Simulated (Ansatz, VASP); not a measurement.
One calculation of ZnCu, two programs

```
Zn Cu
1.0
     2.68965    0.00000    0.00000
     0.00000    2.90773    0.00000
     0.00000    0.00000    2.90773
Zn Cu
1 1
Direct
  0.50000 0.50000 0.50000
  0.00000 0.00000 0.00000
```

Change from the starting cell: normal strain along x -0.0750, normal strain along y +0.0000.

Alike in both runs: task single point; functional PBEsol; k mesh 16 × 16 × 16; occupations gaussian, width 0.15 eV; no spin polarisation.

|  | VASP | Ansatz |
| --- | --- | --- |
| version | VASP 6.6.1 | Ansatz 0.2.0 |
| potentials or method | VASP PAW PBE potentials, release 64 (Zn, Cu), cutoff 520 eV | scalar-relativistic, plane waves, PAW |
| valence electrons in the cell | 23 | 31 |

Ansatz gave:

| Quantity | Value |
| --- | --- |
| gap on the k mesh at the Fermi level (eV) | none |
| pressure (GPa) | 13.2 |
| traceless stress, the component that is largest in VASP (GPa) | 2.22 |

Which values does VASP return?

gap on the k mesh at the Fermi level (eV): none; pressure (GPa): 14.0; traceless stress, the component that is largest in VASP (GPa): 2.24.

VASP's potentials were made for PBE, not for PBEsol. A gap of «none» marks a metal or a gap that the smearing closes. The functional is the same, so the differences come from potentials, cutoffs and numerics. VASP's potentials hold 23 valence electrons a cell and Ansatz's 31, so a difference there can come from the potentials and not from the codes.
